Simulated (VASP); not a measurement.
# Ga (P-1) in VASP: a series of runs

The runs below take Ga through single point, with PBEsol.

All numbers are computed with VASP 6.6.1; they aren't measurements. Logs are shortened: lines on timing, memory, paths and dates and some standing lists are left out, and cuts for length are marked.

### Step 1. The cell of the first run

The typed cell holds 2 atoms: a = 4.271 Å, b = 4.244 Å, c = 3.333 Å, α = 91.37°, β = 90.32°, γ = 142.09°.

### Step 2. Single point, PBEsol (equal xy, yz and zx shear strains of -1 %)

Input file INCAR:

```
PREC = Accurate ; ENCUT = 520
EDIFF = 1E-6 ; ISMEAR = -1
SIGMA = 0.03 ; LREAL = False
LASPH = True ; NELM = 80
ALGO = Normal ; ISIF = 2
LWAVE = False ; LCHARG = False
GGA = PS ; NBANDS = 20
```

Input file KPOINTS:

```
regular mesh
0
Gamma
  14 14 11
```

Input file POSCAR:

```
Ga
1.0
    1.4031325000     -4.0334150000      0.0132175000
    1.3628675000      4.0195850000     -0.0270475000
   -0.1340996500     -0.0160624000      3.3305172500
Ga
2
Direct
    0.8690000000      0.1310000000      0.2500000000
    0.1310000000      0.8690000000      0.7500000000
```

Potentials or basis: VASP PAW PBE potentials, release 64 (Ga_d).

The run is started by

```
> cat potpaw_PBE.64/Ga_d/POTCAR > POTCAR
> mpirun -np 1 vasp_std > vasp.out
```

OUTCAR:

```text
PREC = Accurate
   ENCUT = 520
   EDIFF = 1E-6
   ISMEAR = -1
   LREAL = False
   LASPH = True
   NELM = 80
   ISIF = 2
   GGA = PS

 ion  position               nearest neighbor table
   1  0.869  0.131  0.250-   2 2.68   2 2.70   2 2.84   2 2.88
   2  0.131  0.869  0.750-   1 2.68   1 2.70   1 2.84   1 2.88

  LATTYP: Found a triclinic cell.
 ALAT       =     2.7660691491
 B/A-ratio  =     1.5438970401
 C/A-ratio  =     1.2050510549
 COS(alpha) =     0.0055745369
 COS(beta)  =     0.0452015157
 COS(gamma) =     0.3332605673

  Lattice vectors:

 A1 = (   2.7660000000,  -0.0138300000,  -0.0138300000)
 A2 = (   1.4031325000,  -4.0334150000,   0.0132175000)
 A3 = (   0.1340996500,   0.0160624000,  -3.3305172500)

Analysis of symmetry for initial positions (statically):
=====================================================================
 Subroutine PRICEL returns:
 Original cell was already a primitive cell.

 Routine SETGRP: Setting up the symmetry group for a
 triclinic supercell.

 Subroutine GETGRP returns: Found  2 space group operations
 (whereof  2 operations were pure point group operations)
 out of a pool of  2 trial point group operations.

The static configuration has the point symmetry S_2 .

Analysis of symmetry for dynamics (positions and initial velocities):
=====================================================================
 Subroutine PRICEL returns:
 Original cell was already a primitive cell.

 Routine SETGRP: Setting up the symmetry group for a
 triclinic supercell.

 Subroutine GETGRP returns: Found  2 space group operations
 (whereof  2 operations were pure point group operations)
 out of a pool of  2 trial point group operations.

The dynamic configuration has the point symmetry S_2 .

 Subroutine INISYM returns: Found  2 space group operations
 (whereof  2 operations are pure point group operations),
 and found     1 'primitive' translations

----------------------------------------------------------------------------------------

                                     Primitive cell

  volume of cell :      37.0836

  direct lattice vectors                    reciprocal lattice vectors
     1.403132500 -4.033415000  0.013217500     0.360991112 -0.122302644  0.013945073
     1.362867500  4.019585000 -0.027047500     0.362239188  0.126064487  0.015193150
[... 79 lines left out ...]
   ISPIN  =      1    spin polarized calculation?
   LNONCOLLINEAR =      F non collinear calculations
   LSORBIT =      F    spin-orbit coupling
   LASPH  =      T    aspherical Exc in radial PAW
   ENCUT  =  520.0 eV  38.22 Ry    6.18 a.u.   7.94  7.89  6.20*2*pi/ulx,y,z
   NELM   =     80;   NELMIN=  2; NELMDL= -5     # of ELM steps
   EDIFF  = 0.1E-05   stopping-criterion for ELM
   LREAL  =      F    real-space projection
   EDIFFG = 0.1E-04   stopping-criterion for IOM
   NSW    =      0    number of steps for IOM
   IBRION =     -1    ionic relax: 0-MD 1-quasi-New 2-CG
   NFREE  =      0    steps in history (QN), initial steepest desc. (CG)
   ISIF   =      2    stress and relaxation
   ISYM   =      2    0-nonsym 1-usesym 2-fastsym
   POTIM  = 0.5000    time-step for ionic-motion
   TEBEG  =    0.0;   TEEND  =   0.0 temperature during run
   PSTRESS=    0.0 pullay stress
   NELECT =      26.0000    total number of electrons
   NUPDOWN=      -1.0000    fix difference up-down
   EMIN   =  10.00;   EMAX   =-10.00  energy-range for DOS
   EFERMI =   0.00;   METHOD = LEGACY
   ISMEAR =    -1;   SIGMA  =   0.03  broadening in eV -4-tet -1-fermi 0-gaus
   EFERMI_NEDOS =   21; number of points for ismear=-14 and -15
   IALGO  =     38    algorithm
   IMIX   =      4    mixing-type and parameters
     AMIX     =   0.40;   BMIX     =  1.00
     AMIX_MAG =   1.60;   BMIX_MAG =  1.00
  volume/ion in A,a.u.               =      18.54       125.13
  Fermi-wavevector in a.u.,A,eV,Ry     =   1.454360  2.748341 28.778530  2.115162
  Thomas-Fermi vector in A             =   2.571519
   LORBIT       =      0    0 simple, 1 ext, 2 COOP (PROOUT), +10 PAW based schemes
   GGA     = PS    functional components
   LHFCALC =     F    Hartree Fock is set to
   AEXX    =    0.0000 exact exchange contribution
   IVDW    =     0    specifies the selected vdW correction
   LEPSILON=     F    determine dielectric tensor
   LRPA    =     F    only Hartree local field effects (RPA)
 non-spin polarized calculation
  energy-cutoff  :      520.00
  volume of cell :       37.08
 maximum number of plane-waves:      1013
   NGX = 15   NGY = 15   NGZ = 13

 number of electron      26.0000006 magnetization

 Free energy of the ion-electron system (eV)
  ---------------------------------------------------
  ext. energy  EPLUGINS =         0.00000000
  ---------------------------------------------------
  free energy    TOTEN  =        -6.67239370 eV

  energy without entropy =       -6.67056724  energy(sigma->0) =       -6.67148047

 E-fermi :   5.4969     XC(G=0): -11.1978

 val. band max:        5.4885058834   @ k =   0.3571   0.5000   0.2727
 cond. band min:       5.4975408123   @ k =   0.2143   0.4286   0.3636
 fundamental gap:      0.0090349289
 Fermi energy:         5.4968691151

 k-point     1 :       0.0000    0.0000    0.0000
  band No.  band energies     occupation
      1      -9.5983      2.00000
      2      -9.5881      2.00000
      3      -9.5523      2.00000
      4      -9.5293      2.00000
      5      -9.2523      2.00000
      6      -9.2508      2.00000
[... 541 lines left out ...]
     19      17.2504      0.00000
     20      19.8745      0.00000

 [... further k-points ...]

------------------------ aborting loop because EDIFF is reached ----------------------------------------

  FORCE on cell =-STRESS in cart. coord.  units (eV):
  Direction    XX          YY          ZZ          XY          YZ          ZX
  --------------------------------------------------------------------------------------
  -------------------------------------------------------------------------------------
  Total       -0.4564572     -0.3835728     -0.4560115      0.0817677      0.1161677      0.0310861
  in kB      -19.7209748    -16.5720436    -19.7017160      3.5327281      5.0189573      1.3430588
  external PRESSURE =     -18.6649115 kB  Pullay stress =       0.0000000 kB

 VOLUME and BASIS-vectors are now :
 -----------------------------------------------------------------------------
  energy-cutoff  :      520.00
  volume of cell :       37.08
      direct lattice vectors                 reciprocal lattice vectors
     1.403132500 -4.033415000  0.013217500     0.360991112 -0.122302644  0.013945073
     1.362867500  4.019585000 -0.027047500     0.362239188  0.126064487  0.015193150
    -0.134099650 -0.016062400  3.330517250     0.001509154  0.001509154  0.300321705

 POSITION                                       TOTAL-FORCE (eV/Angst)
 -----------------------------------------------------------------------------------
      1.36433     -2.98249      0.84057        -0.003546      0.177802      0.006338
      1.26757      2.95260      2.47612         0.003546     -0.177802     -0.006338
 -----------------------------------------------------------------------------------
    total drift:                                0.000000      0.000000     -0.000000

  FREE ENERGIE OF THE ION-ELECTRON SYSTEM (eV)
  ---------------------------------------------------
  free  energy   TOTEN  =        -6.6723936963 eV

  energy  without entropy=       -6.6705672410  energy(sigma->0) =       -6.67148047
```

Run time: 3.8 min. Hardware: 1 thread of Intel Xeon 6975P-C (Granite Rapids), shared host; peak memory 0.68 GiB.

Results:

```
Free energy            : -6.6724 eV
Pressure               : -1.9 GPa
Largest force          : 0.178 eV/Å
Band gap on the k mesh : zero (bands 13 and 14 overlap by 7.98 eV)
```

Forces in eV/Å, atoms in the order of the input:
```
Ga  -0.004  0.178  0.006
Ga   0.004 -0.178 -0.006
```

Caveat: the cell differs from its parent crystal (equal xy, yz and zx shear strains of -1 %); the PAW data sets were made with another functional, which shifts forces and pressure a little.

### Step 3. Single point, PBEsol (equal xy, yz and zx shear strains of -3 %)

Input file INCAR:

```
SYSTEM = Ga
  ALGO = Normal
  EDIFF = 1E-6
  ENCUT = 520
  GGA = PS
  ISIF = 2
  ISMEAR = -1
  LASPH = .TRUE.
  LCHARG = .TRUE.
  LELF = .TRUE.
  LREAL = .FALSE.
  LVHAR = .TRUE.
  LWAVE = .FALSE.
  NBANDS = 20
  NELM = 80
  PREC = Accurate
  SIGMA = 0.03
```

Input file KPOINTS:

```
k-points
0
G
  14 14 11
  0 0 0
```

Input file POSCAR:

```
Ga
1.0
    1.4433975000     -4.0472450000      0.0396525000
    1.3226025000      4.0057550000     -0.0811425000
   -0.1673989500     -0.0481872000      3.3316917500
Ga
2
Direct
    0.8690000000      0.1310000000      0.2500000000
    0.1310000000      0.8690000000      0.7500000000
```

Potentials or basis: VASP PAW PBE potentials, release 64 (Ga_d).

The run is started by

```
> cat potpaw_PBE.64/Ga_d/POTCAR > POTCAR
> mpirun -np 1 vasp_std > vasp.out
```

Run time: 6.6 min. Hardware: 1 thread of Intel Xeon Platinum 8488C (Sapphire Rapids), shared host; peak memory 0.69 GiB.

The run converged. Its results:

| Quantity | Value |
| --- | --- |
| Free energy | -6.6651 eV |
| Pressure | -1.6 GPa |
| Largest force | 0.168 eV/Å |
| Band gap on the k mesh | zero (bands 13 and 14 overlap by 7.92 eV) |

Forces in eV/Å, atoms in the order of the input:
```
Ga  -0.015  0.166  0.012
Ga   0.015 -0.166 -0.012
```

Stress tensor (GPa, compression positive):
```
-1.74  0.79  0.19
 0.79 -1.37  1.19
 0.19  1.19 -1.82
```

Levels at points of the mesh, in eV from the Fermi level:
| k point | band 11 | band 12 | band 13 | band 14 | band 15 | band 16 |
| --- | --- | --- | --- | --- | --- | --- |
| (0.00, 0.00, 0.00) | -11.23 | -2.09 | -1.60 | 1.65 | 5.45 | 9.70 |
| (0.50, 0.00, 0.00) | -6.17 | -5.04 | -1.07 | 0.36 | 5.35 | 6.54 |
| (0.00, 0.50, 0.00) | -5.88 | -4.99 | -1.57 | -0.31 | 5.59 | 7.19 |
| (0.50, 0.50, 0.00) | -9.10 | -8.60 | 3.97 | 4.52 | 5.91 | 6.10 |

Caveat: the cell differs from its parent crystal (equal xy, yz and zx shear strains of -3 %); the PAW data sets were made with another functional, which shifts forces and pressure a little.
